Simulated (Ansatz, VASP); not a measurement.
SnO in VASP and in Ansatz

```xyz
4
Lattice="3.8648 0.0000 0.0000 0.0000 3.8648 0.0000 0.0000 0.0000 4.7763" Properties=species:S:1:pos:R:3 pbc="T T T"
Sn    0.0000    1.9324    1.1738
Sn    1.9324    0.0000    3.6025
O     0.0000    0.0000    0.0000
O     1.9324    1.9324    0.0000
```

Alike in both runs: task single point; functional LDA; k mesh 12 × 12 × 10; occupations gaussian, width 0.15 eV; no spin polarisation.

|  | VASP | Ansatz |
| --- | --- | --- |
| version | VASP 6.6.1 | Ansatz 0.2.0 |
| potentials or method | VASP PAW LDA potentials, release 64 (Sn_d, O), cutoff 520 eV | scalar-relativistic, plane waves, PAW |
| valence electrons in the cell | 40 | 40 |

Ansatz gave:

| Item | Value |
| --- | --- |
| gap on the k mesh at the Fermi level (eV) | none |
| pressure (GPa) | -7.0 |
| traceless stress, the component that is largest in VASP (GPa) | 0.97 |
| rms of the force components (eV/Å) | 0.397 |

What did VASP give for the same quantities?

gap on the k mesh at the Fermi level (eV): none; pressure (GPa): -6.6; traceless stress, the component that is largest in VASP (GPa): 0.99; rms of the force components (eV/Å): 0.356.

LDA's correlation is that of Perdew and Zunger in VASP and of Perdew and Wang (1992) in Ansatz. Atom by atom the forces differ by 0.042 eV/Å (rms over components). A gap of «none» marks a metal or a gap that the smearing closes.
